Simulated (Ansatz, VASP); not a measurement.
**F in VASP and in Ansatz**

```
F
1.0
     3.54012   -2.09190    0.00000
     3.54012    2.09190    0.00000
     0.00000    0.00000    6.56700
F
4
Direct
  0.91254 0.08746 0.09601
  0.58746 0.41254 0.59601
  0.41254 0.58746 0.40399
  0.08746 0.91254 0.90399
```

Change from the starting cell: strain +0.000 along x and y, +0.030 along z, atoms carried along.

Alike in both runs: task single point; functional PBEsol; k mesh 6 × 6 × 4; occupations gaussian, width 0.05 eV; no spin polarisation.

|  | VASP | Ansatz |
| --- | --- | --- |
| version | VASP 6.6.1 | Ansatz 0.2.0 |
| potentials or method | VASP PAW PBE potentials, release 64 (F), cutoff 520 eV | scalar-relativistic, plane waves, PAW |
| valence electrons in the cell | 28 | 28 |

|  | VASP | Ansatz | Ansatz less VASP |
| --- | --- | --- | --- |
| gap on the k mesh at the Fermi level (eV) | 2.68 | 2.74 | +0.061 |
| least direct gap on the mesh (eV) | 2.68 | 2.74 | +0.060 |
| pressure (GPa) | -2.8 | -3.0 | -0.14 |
| traceless stress, the component that is largest in VASP (GPa) | -2.82 | -3.50 | -0.677 |
| rms of the force components (eV/Å) | 0.829 | 1.015 | +0.1868 |

VASP's potentials were made for PBE, not for PBEsol. Atom by atom the forces differ by 0.187 eV/Å (rms over components).
